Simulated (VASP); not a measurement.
AlNi: single point with PBEsol

AlNi:

```
Al Ni
1.0
     2.02408   -2.02408    0.00000
     2.02408    2.02408    0.00000
     0.00000    0.00000    2.86475
Al Ni
1 1
Cartesian
  0.0000 0.0000 0.0000
  2.0241 0.0000 1.4324
```

```json
{
 "Program": "VASP 6.6.1",
 "Task": "single point",
 "Functional": "PBEsol",
 "Potentials or basis": "VASP PAW PBE potentials, release 64 (Al, Ni)",
 "Cutoff": "520 eV",
 "k mesh": "16 × 16 × 14",
 "Occupations": "fermi-dirac, width 0.15 eV",
 "Spin": "no spin polarisation",
 "Dipole correction": "no",
 "Further INCAR settings": "ALGO = Fast; EDIFF = 1e-06; NBANDS = 14"
}
```

```
Pressure : -0.2 GPa
```

Levels at points of the mesh, in eV from the Fermi level:
| k point | band 3 | band 4 | band 5 | band 6 | band 7 | band 8 | band 9 | band 10 | band 11 | band 12 |
| --- | --- | --- | --- | --- | --- | --- | --- | --- | --- | --- |
| (0.00, 0.00, 0.00) | -3.36 | -1.61 | -1.61 | -1.61 | 5.54 | 5.56 | 5.56 | 8.18 | 8.19 | 14.04 |
| (0.50, 0.00, 0.00) | -2.87 | -2.34 | -2.33 | -1.52 | -0.69 | 8.30 | 10.04 | 10.07 | 11.05 | 11.08 |
| (0.50, 0.50, 0.00) | -2.95 | -2.95 | -2.16 | -2.16 | -1.07 | 1.47 | 2.57 | 12.46 | 15.24 | 15.24 |
| (0.00, 0.00, 0.50) | -2.87 | -2.33 | -2.33 | -1.52 | -0.69 | 8.30 | 10.07 | 10.07 | 11.07 | 11.07 |
| (0.50, 0.00, 0.50) | -2.95 | -2.95 | -2.16 | -2.16 | -1.07 | 1.46 | 2.56 | 12.48 | 15.26 | 15.26 |
| (0.50, 0.50, 0.50) | -4.22 | -1.04 | -1.04 | 1.94 | 1.94 | 1.94 | 3.87 | 4.53 | 4.53 | 4.54 |

It took 100 s on 1 thread of Intel(R) Xeon(R) Platinum 8488C (Sapphire Rapids), with other jobs on the host, peak memory 0.24 GiB.

Caveat: the PAW data sets were made with another functional, which shifts forces and pressure a little. Spin polarisation is off, so any magnetic state and its effect on volume and gap are missing.
